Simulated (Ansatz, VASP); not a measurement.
# One calculation of TiSi2, two programs

The input INCAR:

```
SYSTEM = TiSi2
PREC = Accurate ; ENCUT = 520
EDIFF = 1E-7 ; ISMEAR = -1
SIGMA = 0.05 ; LREAL = .False.
LASPH = .True. ; NELM = 100
ALGO = Normal ; ISIF = 2
LWAVE = .False. ; LCHARG = .False.
GGA = PE ; NBANDS = 17
```

File KPOINTS:

```
regular mesh
0
Gamma
  7 7 10
  0 0 0
```

Contents of POSCAR:

```
TiSi2
1.0
    4.3746400000      0.0000000000      0.0000000000
   -2.1873200000      3.7885500000      0.0000000000
    0.0000000000      0.0000000000      2.5610100000
Ti Si
1 2
Direct
    0.0000000000      0.0000000000      0.0000000000
    0.3333300000      0.6666700000      0.5000000000
    0.6666700000      0.3333300000      0.5000000000
```

Contents of input.yaml:

```yaml
crystal:
  lattice:
    - [4.37464, 0.0, 0.0]
    - [-2.18732, 3.78855, 0.0]
    - [0.0, 0.0, 2.56101]
  atoms:
    - { symbol: Ti, position: [0.0, 0.0, 0.0] }
    - { symbol: Si, position: [0.33333, 0.66667, 0.5] }
    - { symbol: Si, position: [0.66667, 0.33333, 0.5] }
kpoints:
  mp_grid: { grid: [7, 7, 10] }
scf:
  occupations: { method: fermi_dirac, width: 0.05 }
hamiltonian:
  xc: pbe
  pseudopotentials: { kind: all_electron, datasets: crystal }
output:
  forces: true
  stress: true
  eigenvalues: true
  dos: { projected: false, de: 0.1, e_range: [-14, 6] }
```

Alike in both runs: functional PBE; k mesh 7 × 7 × 10; occupations fermi-dirac, width 0.05 eV; no spin polarisation.

```csv
,VASP,Ansatz
version,VASP 6.6.1,Ansatz 0.2.0
potentials or method,"VASP PAW PBE potentials, release 64 (Ti_sv, Si), cutoff 520 eV",all-electron PAW datasets made for the crystal
task,single point,density of states
```

VASP gave:

* gap on the k mesh at the Fermi level (eV): none
* pressure (GPa): -0.2
* traceless stress, the component that is largest in VASP (GPa): -0.56

**Question.** Which values does Ansatz return?

**Answer.** gap on the k mesh at the Fermi level (eV): none; pressure (GPa): -0.2; traceless stress, the component that is largest in VASP (GPa): -0.58.

A gap of «none» marks a metal or a gap that the smearing closes. Ansatz ran all-electron here, and VASP with PAW potentials.

Noted on Ansatz's run: the program warned that the printed levels may be off, so bands, gaps and densities of states are rough.
